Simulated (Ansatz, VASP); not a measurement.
## One calculation of InPd, two programs

```
In Pd
1.0
     3.24663    0.00000    0.00000
     0.00000    3.24663    0.00000
     0.00000    0.00000    3.24663
In Pd
1 1
Cartesian
  0.0000 0.0000 0.0000
  1.6233 1.6233 1.6233
```

Alike in both runs: functional PBEsol; k mesh 14 × 14 × 14; occupations gaussian, width 0.1 eV; no spin polarisation.

Ansatz relaxed the structure, and its values are those at the end. VASP's run is a single point on that final structure, the one shown.

|  | VASP | Ansatz |
| --- | --- | --- |
| version | VASP 6.6.1 | Ansatz 0.2.0 |
| potentials or method | VASP PAW PBE potentials, release 64 (In_d, Pd), cutoff 520 eV | scalar-relativistic, plane waves, PAW |
| valence electrons in the cell | 23 | 31 |

Ansatz gave:

| Property | Result |
| --- | --- |
| gap on the k mesh at the Fermi level (eV) | none |
| pressure (GPa) | 0.0 |

Question: Estimate VASP's values.

Answer: gap on the k mesh at the Fermi level (eV): none; pressure (GPa): 0.2.

VASP's potentials were made for PBE, not for PBEsol. A gap of «none» marks a metal or a gap that the smearing closes. VASP's potentials hold 23 valence electrons a cell and Ansatz's 31, so a difference there can come from the potentials and not from the codes.
